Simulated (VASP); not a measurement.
A run of VASP 6.6.1:

Contents of POSCAR:

```
La2GaP3
1.0
    4.3387714155      0.0000000000      0.0000000000
   -2.1693857078      3.7574862670      0.0000000000
    0.0000000000      0.0000000000      8.3717755603
La Ga P
2 1 3
Direct
    0.3333333333      0.6666666667      0.7063261590
    0.6666666667      0.3333333333      0.2936738410
    0.0000000000      0.0000000000      0.0000000000
    0.3333333333      0.6666666667      0.0961242281
    0.6666666667      0.3333333333      0.9038757719
    0.0000000000      0.0000000000      0.5000000000
```

INCAR.step1

```
SYSTEM = La2GaP3
  ALGO = Normal
  EDIFF = 1E-4
  ENCUT = 520
  GGA = PE
  ISMEAR = -1
  LASPH = .True.
  LCHARG = .False.
  LREAL = .False.
  LWAVE = .True.
  NBANDS = 34
  NELM = 100
  PREC = Accurate
  SIGMA = 0.03
```

Contents of INCAR.step2:

```
SYSTEM = La2GaP3
  ALGO = Normal
  BPARAM = 11.95
  CPARAM = 0.0093
  EDIFF = 1E-7
  ENCUT = 520
  ISIF = 2
  ISMEAR = -1
  ISTART = 1
  IVDW_NL = 2
  LASPH = .True.
  LCHARG = .False.
  LMIXTAU = .True.
  LREAL = .False.
  LUSE_VDW = .True.
  LWAVE = .False.
  METAGGA = R2SCAN
  NBANDS = 34
  NELM = 100
  PREC = Accurate
  SIGMA = 0.03
```

The input KPOINTS:

```
k-points
0
Gamma
  6 6 4
  0 0 0
```

Potentials or basis: VASP PAW PBE potentials, release 64 (La, Ga_d, P).

The run is started by

```bash
$ cat potpaw_PBE.64/La/POTCAR potpaw_PBE.64/Ga_d/POTCAR potpaw_PBE.64/P/POTCAR > POTCAR
$ cp INCAR.step1 INCAR
$ mpirun -np 1 vasp_std > vasp.out
$ cp INCAR.step2 INCAR
$ mpirun -np 1 vasp_std > vasp.out
```

Hardware: 1 thread of Intel(R) Xeon(R) 6975P-C (Granite Rapids), on a shared host.

Q: How long does it take, and how much memory?

A: It took 17 min on 1 thread of Intel(R) Xeon(R) 6975P-C (Granite Rapids), with other jobs on the host, peak memory 0.58 GiB. Counts: k points 24.
